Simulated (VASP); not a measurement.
Wanted: the native input for a VASP 6.6.1 run.

```yaml
Task: single point
Functional: PBE
Potentials_or_basis: VASP PAW PBE potentials, release 64 (Al, Cu)
Cutoff: 520 eV
k_mesh: 18 × 18 × 4
Occupations: gaussian, width 0.1 eV
Spin: no spin polarisation
Dipole_correction: no
Further_INCAR_settings: ALGO = Fast; EDIFF = 1e-07; NBANDS = 22
```

The structure of Al5Cu lies in POSCAR:

```
Al5Cu
1.0
    2.8445970699     -0.0000000289      0.0000000000
   -1.4222985100      2.4634933405      0.0000000000
    0.0000000000      0.0000000000     13.3656923000
Al Cu
5 1
Direct
    0.0000000000      0.0000000000      0.0000000000
    0.3333333333      0.6666666667      0.8251470000
    0.6666666667      0.3333333333      0.6507920000
    0.3333333333      0.6666666667      0.3492080000
    0.6666666667      0.3333333333      0.1748530000
    0.0000000000      0.0000000000      0.5000000000
```

These files were run (other wordings do the same):

INCAR

```
PREC = Accurate
ENCUT = 520
EDIFF = 1E-7
ISMEAR = 0
SIGMA = 0.1
LREAL = False
LASPH = True
NELM = 100
ALGO = Fast
ISIF = 2
LWAVE = False
LCHARG = False
GGA = PE
NBANDS = 22
```

KPOINTS

```
Automatic mesh
0
Gamma
  18 18 4
```

Potentials or basis: VASP PAW PBE potentials, release 64 (Al, Cu).

Launch:

```console
$ cat potpaw_PBE.64/Al/POTCAR potpaw_PBE.64/Cu/POTCAR > POTCAR
$ mpirun -np 1 vasp_std > vasp.out
```

Results of the run:

```
Pressure               : 0.1 GPa
Largest force          : 0.021 eV/Å
Band gap on the k mesh : zero (band 13 reaches 10.73 eV, above the bottom of band 14 at 6.63 eV)
```

Wall time 3.4 min on 1 thread of Intel(R) Xeon(R) 6975P-C (Granite Rapids), with other jobs on the host, peak memory 0.4 GiB.
